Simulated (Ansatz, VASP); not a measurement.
NaTl: VASP beside Ansatz

```
CELL_PARAMETERS angstrom
0.00000 3.74771 3.74771
3.74771 0.00000 3.74771
3.74771 3.74771 0.00000
ATOMIC_POSITIONS crystal
Na 0.50000 0.50000 0.50000
Na 0.75000 0.75000 0.75000
Tl 0.00000 0.00000 0.00000
Tl 0.25000 0.25000 0.25000
```

Change from the starting cell: volume scaled by 1.01.

Alike in both runs: task single point; functional PBEsol; k mesh 10 × 10 × 10; occupations fermi-dirac, width 0.05 eV; no spin polarisation.

```csv
,VASP,Ansatz
version,VASP 6.6.1,Ansatz 0.2.0
potentials or method,"VASP PAW PBE potentials, release 64 (Na_pv, Tl_d), cutoff 520 eV","all-electron LAPW, scalar-relativistic"
```

```csv
,VASP,Ansatz,Ansatz less VASP
pressure (GPa),-0.1,-0.1,+0.02
```

VASP's potentials were made for PBE, not for PBEsol. Ansatz ran all-electron here, and VASP with PAW potentials.

Neither program's run includes spin-orbit coupling.
